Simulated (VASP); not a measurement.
# Si23BHO48 (a cell with a defect) in VASP: a series of runs

The runs below take Si23BHO48 (a cell with a defect) through single point, with PBE+D3(BJ).

All numbers are computed with VASP 6.6.1; they aren't measurements. Logs are shortened: lines on timing, memory, paths and dates and some standing lists are left out, and cuts for length are marked.

### Step 1. The cell of the first run

The cell holds a defect, 73 atoms: a = 9.832 Å, b = 9.832 Å, c = 10.818 Å, α = 90.00°, β = 90.00°, γ = 120.00°.

### Step 2. Single point, PBE+D3(BJ)

Contents of INCAR:

```
PREC = Accurate
ENCUT = 520
EDIFF = 1E-6
ISMEAR = 0
SIGMA = 0.02
LREAL = Auto
LASPH = T
NELM = 80
ALGO = Normal
ISIF = 2
LWAVE = F
LCHARG = F
GGA = PE
IVDW = 12
NBANDS = 234
```

Contents of KPOINTS:

```
regular mesh
0
Gamma
  1 1 1
```

Contents of POSCAR:

```
Si23BHO48
1.0
    9.8316000000      0.0000000000      0.0000000000
   -4.9158000000      8.5144150000      0.0000000000
    0.0000000000      0.0000000000     10.8182000000
Si O B H
23 48 1 1
Direct
    0.2696880000      0.0042536000      0.1659530000
    0.0008685700      0.2683290000      0.3334340000
    0.2300140000      0.2360220000      0.0011123000
    0.2665710000      0.0039666000      0.6682490000
    0.9877070000      0.2651610000      0.8363930000
    0.2373780000      0.2479670000      0.5046470000
    0.2689130000      0.5034970000      0.1694290000
    0.0071740000      0.7615250000      0.3346140000
    0.2378880000      0.7376010000      0.9995222100
    0.9995975200      0.7632920000      0.8347720000
    0.2444950000      0.7356140000      0.5016440000
    0.7704580000      0.9995776200      0.1677880000
    0.5005500000      0.2709950000      0.3363130000
    0.7196970000      0.2254150000      0.0067535000
    0.7669430000      0.9974284000      0.6662580000
    0.4957890000      0.2648950000      0.8388830000
    0.7315520000      0.2292750000      0.4997570000
    0.7671770000      0.5003520000      0.1687290000
    0.5082110000      0.7657540000      0.3369440000
    0.7284970000      0.7290430000      0.9967325000
    0.7678590000      0.4933310000      0.6719780000
    0.4934370000      0.7554030000      0.8256840000
    0.7401200000      0.7312110000      0.5028160000
    0.0701790000      0.2104350000      0.4453740000
    0.2949550000      0.3664780000      0.1108140000
    0.1376360000      0.4348590000      0.2787260000
    0.1999740000      0.0709020000      0.0599790000
    0.3661290000      0.3022770000      0.3932910000
    0.4320150000      0.1437110000      0.2242100000
    0.0667330000      0.2120310000      0.9439510000
    0.3031200000      0.3853300000      0.6093620000
    0.1133590000      0.4405420000      0.7851950000
    0.2097810000      0.0849780000      0.5653650000
    0.3582330000      0.2953090000      0.8896740000
    0.4313560000      0.1336490000      0.7299220000
    0.0766350000      0.6958990000      0.4416340000
    0.3064960000      0.8756300000      0.1036260000
    0.1430170000      0.9271020000      0.2781130000
    0.2082500000      0.5754350000      0.0619490000
    0.3765200000      0.8018230000      0.3929280000
    0.4356450000      0.6372690000      0.2260910000
    0.0702950000      0.7095930000      0.9482220000
    0.2950410000      0.8698080000      0.6071030000
    0.1315540000      0.9273490000      0.7745430000
    0.2301330000      0.5767600000      0.5604110000
    0.3586520000      0.7864940000      0.8835290000
    0.4284710000      0.6274950000      0.7150340000
    0.5668770000      0.2051100000      0.4454450000
    0.7918800000      0.3613760000      0.1121420000
    0.6403730000      0.4358000000      0.2813830000
    0.6938720000      0.0630420000      0.0659360000
    0.8601750000      0.2920420000      0.3883960000
    0.9366550000      0.1391850000      0.2215540000
    0.5542740000      0.2009080000      0.9545440000
    0.7949510000      0.3574220000      0.6120670000
    0.6387770000      0.4269040000      0.7826280000
    0.7040680000      0.0640960000      0.5552660000
    0.8398320000      0.2764280000      0.8908620000
    0.9289380000      0.1359870000      0.7256000000
    0.5736550000      0.6988570000      0.4456840000
    0.7960380000      0.8655170000      0.1023840000
    0.6501690000      0.9288590000      0.2836800000
    0.7033430000      0.5680830000      0.0595770000
    0.8714800000      0.7895060000      0.3941120000
    0.9352230000      0.6347670000      0.2225520000
    0.5626060000      0.6962730000      0.9382370000
    0.8024270000      0.8653980000      0.6094200000
    0.6328180000      0.9222560000      0.7728480000
    0.7110210000      0.5682130000      0.5642060000
    0.8565170000      0.7850870000      0.8848320000
    0.9375310000      0.6233760000      0.7302810000
    0.3154190000      0.5288810000      0.6326340000
    0.0607982500      0.5014619300      0.7524317500
```

Potentials or basis: VASP PAW PBE potentials, release 64 (Si, O, B, H).

Run with:

```
> cat potpaw_PBE.64/Si/POTCAR potpaw_PBE.64/O/POTCAR potpaw_PBE.64/B/POTCAR potpaw_PBE.64/H/POTCAR > POTCAR
> mpirun -np 1 vasp_gam > vasp.out
```

OUTCAR:

```text
PREC = Accurate
   ENCUT = 520
   EDIFF = 1E-6
   ISMEAR = 0
   LREAL = Auto
   LASPH = T
   NELM = 80
   ISIF = 2
   GGA = PE
   IVDW = 12
 IVDW          = 12

 ion  position               nearest neighbor table
   1  0.270  0.004  0.166-  29 1.62  37 1.63  38 1.63  27 1.63   9 3.06   3 3.07  13 3.08   8 3.09

   2  0.001  0.268  0.333-  26 1.62  24 1.63  52 1.63  53 1.64  12 3.06   6 3.06   7 3.06  17 3.06

   3  0.230  0.236  0.001-  30 1.62  25 1.63  34 1.63  27 1.63  16 3.04   7 3.06   1 3.07   5 3.10

   4  0.267  0.004  0.668-  43 1.62  33 1.62  35 1.62  44 1.63  16 3.05  10 3.09   6 3.11  11 3.11

   5  0.988  0.265  0.836-  58 1.62  30 1.62  59 1.63  32 1.64  15 3.05  14 3.08   3 3.10
   6  0.237  0.248  0.505-  33 1.62  24 1.63  31 1.63  28 1.63   2 3.06  13 3.08   4 3.11
   7  0.269  0.503  0.169-  25 1.62  39 1.62  41 1.62  26 1.63   2 3.06   3 3.06  19 3.07   9 3.08
[... 77 lines left out ...]
  70  0.857  0.785  0.885-  10 1.62  20 1.63
  71  0.938  0.623  0.730-  21 1.64  10 1.64
  72  0.315  0.529  0.633-  47 1.38  31 1.38  45 1.39
  73  0.061  0.501  0.752-  32 1.03

  LATTYP: Found a hexagonal cell.
 ALAT       =     9.8316000000
 C/A-ratio  =     1.1003498922

  Lattice vectors:

 A1 = (   9.8316000000,   0.0000000000,   0.0000000000)
 A2 = (  -4.9158000000,   8.5144150000,   0.0000000000)
 A3 = (   0.0000000000,   0.0000000000,  10.8182000000)

Analysis of symmetry for initial positions (statically):
=====================================================================
 Subroutine PRICEL returns:
 Original cell was already a primitive cell.

 Routine SETGRP: Setting up the symmetry group for a
 hexagonal supercell.

 Subroutine GETGRP returns: Found  1 space group operations
 (whereof  1 operations were pure point group operations)
 out of a pool of 24 trial point group operations.

The static configuration has the point symmetry C_1 .

Analysis of symmetry for dynamics (positions and initial velocities):
=====================================================================
 Subroutine PRICEL returns:
 Original cell was already a primitive cell.

 Routine SETGRP: Setting up the symmetry group for a
 hexagonal supercell.

 Subroutine GETGRP returns: Found  1 space group operations
 (whereof  1 operations were pure point group operations)
 out of a pool of 24 trial point group operations.

The dynamic configuration has the point symmetry C_1 .

 Subroutine INISYM returns: Found  1 space group operations
 (whereof  1 operations are pure point group operations),
 and found     1 'primitive' translations

----------------------------------------------------------------------------------------

                                     Primitive cell

  volume of cell :     905.5950

  direct lattice vectors                    reciprocal lattice vectors
     9.831600000  0.000000000  0.000000000     0.101712844  0.058723941  0.000000000
    -4.915800000  8.514415000  0.000000000     0.000000000  0.117447881  0.000000000
     0.000000000  0.000000000 10.818200000     0.000000000  0.000000000  0.092436819

  length of vectors
     9.831600000  9.831599688 10.818200000     0.117447877  0.117447881  0.092436819

  position of ions in fractional coordinates (direct lattice)
     0.269688000  0.004253600  0.165953000
     0.000868570  0.268329000  0.333434000
     0.230014000  0.236022000  0.001112300
     0.266571000  0.003966600  0.668249000
     0.987707000  0.265161000  0.836393000
     0.237378000  0.247967000  0.504647000
[... 65 lines left out ...]
     0.315419000  0.528881000  0.632634000
     0.060798250  0.501461930  0.752431750

  ion indices of the primitive-cell ions
   primitive index   ion index
                 1           1
                 2           2
                 3           3
                 4           4
                 5           5
                 6           6
[... 65 lines left out ...]
                72          72
                73          73

----------------------------------------------------------------------------------------

 KPOINTS: regular mesh

Automatic generation of k-mesh.
 Grid dimensions read from file:
 generate k-points for:    1    1    1

 Generating k-lattice:

  Cartesian coordinates                     Fractional coordinates (reciprocal lattice)
     0.101712844  0.058723941  0.000000000     1.000000000  0.000000000  0.000000000
     0.000000000  0.117447881  0.000000000     0.000000000  1.000000000  0.000000000
     0.000000000  0.000000000  0.092436819     0.000000000  0.000000000  1.000000000

  Length of vectors
     0.117447877  0.117447881  0.092436819

  Shift w.r.t. Gamma in fractional coordinates (k-lattice)
     0.000000000  0.000000000  0.000000000

 Subroutine IBZKPT returns following result:
 ===========================================

 Found      1 irreducible k-points:

 Following reciprocal coordinates:
            Coordinates               Weight
  0.000000  0.000000  0.000000      1.000000
   k-points           NKPTS =      1   k-points in BZ     NKDIM =      1   number of bands    NBANDS=    234
   number of dos      NEDOS =    301   number of ions     NIONS =     73
   total plane-waves  NPLWV = 512000
   dimension x,y,z NGX =    80 NGY =   80 NGZ =   80
   dimension x,y,z NGXF=   160 NGYF=  160 NGZF=  160
   ions per type =              23  48   1   1
   NGX,Y,Z   is equivalent  to a cutoff of  13.53, 13.53, 12.29 a.u.
   NGXF,Y,Z  is equivalent  to a cutoff of  27.05, 27.05, 24.59 a.u.
 SYSTEM =  unknown system
   PREC   = accura    normal or accurate (medium, high low for compatibility)
   ISTART =      0    job   : 0-new  1-cont  2-samecut
   ICHARG =      2    charge: 1-file 2-atom 10-const
   ISPIN  =      1    spin polarized calculation?
   LNONCOLLINEAR =      F non collinear calculations
   LSORBIT =      F    spin-orbit coupling
   LASPH  =      T    aspherical Exc in radial PAW
   ENCUT  =  520.0 eV  38.22 Ry    6.18 a.u.  18.28 18.28 20.11*2*pi/ulx,y,z
   NELM   =     80;   NELMIN=  2; NELMDL= -5     # of ELM steps
   EDIFF  = 0.1E-05   stopping-criterion for ELM
   LREAL  =      T    real-space projection
   EDIFFG = 0.1E-04   stopping-criterion for IOM
   NSW    =      0    number of steps for IOM
   IBRION =     -1    ionic relax: 0-MD 1-quasi-New 2-CG
   NFREE  =      0    steps in history (QN), initial steepest desc. (CG)
   ISIF   =      2    stress and relaxation
   ISYM   =      2    0-nonsym 1-usesym 2-fastsym
   POTIM  = 0.5000    time-step for ionic-motion
   TEBEG  =    0.0;   TEEND  =   0.0 temperature during run
   PSTRESS=    0.0 pullay stress
   NELECT =     384.0000    total number of electrons
   NUPDOWN=      -1.0000    fix difference up-down
   EMIN   =  10.00;   EMAX   =-10.00  energy-range for DOS
   EFERMI =   0.00;   METHOD = LEGACY
   ISMEAR =     0;   SIGMA  =   0.02  broadening in eV -4-tet -1-fermi 0-gaus
   EFERMI_NEDOS =   21; number of points for ismear=-14 and -15
   IALGO  =     38    algorithm
   IMIX   =      4    mixing-type and parameters
     AMIX     =   0.40;   BMIX     =  1.00
     AMIX_MAG =   1.60;   BMIX_MAG =  1.00
  volume/ion in A,a.u.               =      12.41        83.72
  Fermi-wavevector in a.u.,A,eV,Ry     =   1.229912  2.324196 20.581296  1.512683
  Thomas-Fermi vector in A             =   2.364781
   LORBIT       =      0    0 simple, 1 ext, 2 COOP (PROOUT), +10 PAW based schemes
   GGA     = PE    functional components
   LHFCALC =     F    Hartree Fock is set to
   AEXX    =    0.0000 exact exchange contribution
   IVDW    =    12    specifies the selected vdW correction
   LEPSILON=     F    determine dielectric tensor
   LRPA    =     F    only Hartree local field effects (RPA)
 non-spin polarized calculation
 Gauss-broadening in eV      SIGMA  =   0.02
  energy-cutoff  :      520.00
  volume of cell :      905.60
 maximum number of plane-waves:     12195
 NGX is ok and might be reduce to    80
   NGX = 37   NGY = 37   NGZ = 41

 number of electron     384.0000029 magnetization

 Free energy of the ion-electron system (eV)
  ---------------------------------------------------
  ext. energy  EPLUGINS =         0.00000000
  ---------------------------------------------------
  free energy    TOTEN  =      -571.87768877 eV

  energy without entropy =     -571.87768877  energy(sigma->0) =     -571.87768877

 E-fermi :   1.2809     XC(G=0):  -9.2309

 val. band max:        1.0961592176   @ k =   0.0000   0.0000   0.0000
 cond. band min:       6.8324343387   @ k =   0.0000   0.0000   0.0000
 fundamental gap:      5.7362751212
 Fermi energy:         1.2808531445

 k-point     1 :       0.0000    0.0000    0.0000
  band No.  band energies     occupation
      1     -18.3319      2.00000
      2     -17.9219      2.00000
      3     -17.8863      2.00000
      4     -17.8503      2.00000
      5     -17.8104      2.00000
      6     -17.7997      2.00000
[... 196 lines left out ...]
    203       9.7144      0.00000
    204       9.8348      0.00000
 [bands above 204 left out]

------------------------ aborting loop because EDIFF is reached ----------------------------------------

 Edisp (eV)  -10.15446

 E8    (eV) :    -3.4176

  FORCE on cell =-STRESS in cart. coord.  units (eV):
  Direction    XX          YY          ZZ          XY          YZ          ZX
  --------------------------------------------------------------------------------------
  -------------------------------------------------------------------------------------
  Total      -0.84334    -0.26812     1.77291     2.36867    -1.16570    -2.63382
  in kB      -1.49203    -0.47436     3.13664     4.19064    -2.06235    -4.65974
  external pressure =        0.39 kB  Pullay stress =        0.00 kB

 VOLUME and BASIS-vectors are now :
 -----------------------------------------------------------------------------
  energy-cutoff  :      520.00
  volume of cell :      905.60
      direct lattice vectors                 reciprocal lattice vectors
     9.831600000  0.000000000  0.000000000     0.101712844  0.058723941  0.000000000
    -4.915800000  8.514415000  0.000000000     0.000000000  0.117447881  0.000000000
     0.000000000  0.000000000 10.818200000     0.000000000  0.000000000  0.092436819

 POSITION                                       TOTAL-FORCE (eV/Angst)
 -----------------------------------------------------------------------------------
      2.63055      0.03622      1.79531         0.016751      0.004887      0.000114
     -1.31051      2.28466      3.60716        -0.003255      0.012530     -0.000042
      1.10117      2.00959      0.01203        -0.027025     -0.010916     -0.011889
      2.60132      0.03377      7.22925         0.013593      0.007932     -0.016862
      8.40726      2.25769      9.04827        -0.006984      0.070354     -0.042894
      1.11485      2.11129      5.45937        -0.009150     -0.012076      0.022789
[... 65 lines left out ...]
      0.50120      4.50311      6.84396        -0.007953     -0.037852      0.060248
     -1.86734      4.26965      8.13996         1.523264     -1.019441      0.691363
 -----------------------------------------------------------------------------------
    total drift:                               -0.025505      0.017258     -0.010531

  FREE ENERGIE OF THE ION-ELECTRON SYSTEM (eV)
  ---------------------------------------------------
  free  energy   TOTEN  =      -582.0321517059 eV

  energy  without entropy=     -582.0321517059  energy(sigma->0) =     -582.03215171
```

Wall time 2.9 min (1 thread of AMD EPYC 9R45 (Zen 5), shared host); peak memory 0.94 GiB.

Results:

```
Free energy                : -582.0322 eV
Pressure                   : 0.0 GPa
Largest force              : 1.959 eV/Å
Band gap on the k mesh     : 5.74 eV
Dispersion energy per atom : -0.139 eV
```

Forces in eV/Å, atoms in the order of the input:
```
Si   0.017  0.005  0.000
Si  -0.003  0.013  0.000
Si  -0.027 -0.011 -0.012
Si   0.014  0.008 -0.017
Si  -0.007  0.070 -0.043
Si  -0.009 -0.012  0.023
Si   0.008 -0.001 -0.006
Si  -0.005  0.014 -0.002
Si   0.009 -0.022 -0.003
Si  -0.012  0.069  0.049
Si   0.002 -0.023  0.003
Si   0.016  0.002 -0.003
Si  -0.012  0.008  0.000
Si   0.003 -0.016 -0.009
Si   0.022  0.011  0.011
Si  -0.015  0.011  0.004
Si  -0.004 -0.022 -0.008
Si   0.017  0.001 -0.002
Si  -0.005  0.012 -0.002
Si  -0.022 -0.013  0.009
Si  -0.040 -0.052 -0.023
Si  -0.010 -0.010 -0.015
Si  -0.010 -0.002 -0.008
O   -0.004  0.003 -0.007
O    0.001 -0.007 -0.001
O    0.006  0.000  0.002
O    0.009 -0.004  0.000
O   -0.001 -0.008  0.000
O   -0.005  0.006  0.004
O    0.004 -0.006  0.012
O    0.004 -0.016 -0.028
O   -1.494  1.060 -0.694
O    0.011 -0.002  0.004
O    0.005 -0.003  0.001
O   -0.001  0.008  0.003
O   -0.009  0.005  0.005
O   -0.006 -0.005  0.000
O    0.005 -0.005  0.001
O    0.006  0.003  0.005
O   -0.005 -0.004  0.001
O   -0.004  0.007  0.005
O   -0.012  0.005 -0.015
O   -0.010 -0.004  0.003
O    0.004 -0.021 -0.002
O   -0.013  0.022 -0.022
O   -0.004 -0.002  0.006
O    0.000  0.025  0.013
O   -0.003  0.006  0.000
O   -0.006 -0.001  0.000
O    0.004  0.000  0.001
O    0.006 -0.002  0.005
O   -0.003 -0.003  0.004
O   -0.003  0.005  0.001
O   -0.012  0.005  0.000
O   -0.001  0.013  0.007
O    0.019  0.010 -0.011
O    0.000  0.002  0.002
O   -0.028 -0.015  0.021
O   -0.013 -0.018 -0.007
O    0.000  0.002 -0.004
O   -0.003 -0.005 -0.002
O    0.006 -0.002 -0.004
O    0.009 -0.002 -0.002
O    0.001 -0.007  0.002
O   -0.005  0.005  0.001
O    0.001  0.007  0.001
O    0.000 -0.012 -0.004
O    0.008  0.001 -0.005
O    0.020  0.002  0.015
O    0.010 -0.012 -0.014
O    0.062 -0.021 -0.003
B   -0.008 -0.038  0.060
H    1.523 -1.019  0.691
```

Caveat: the k points lie up to 0.74 Å⁻¹ apart.

(Continued in part 2 of 3.)
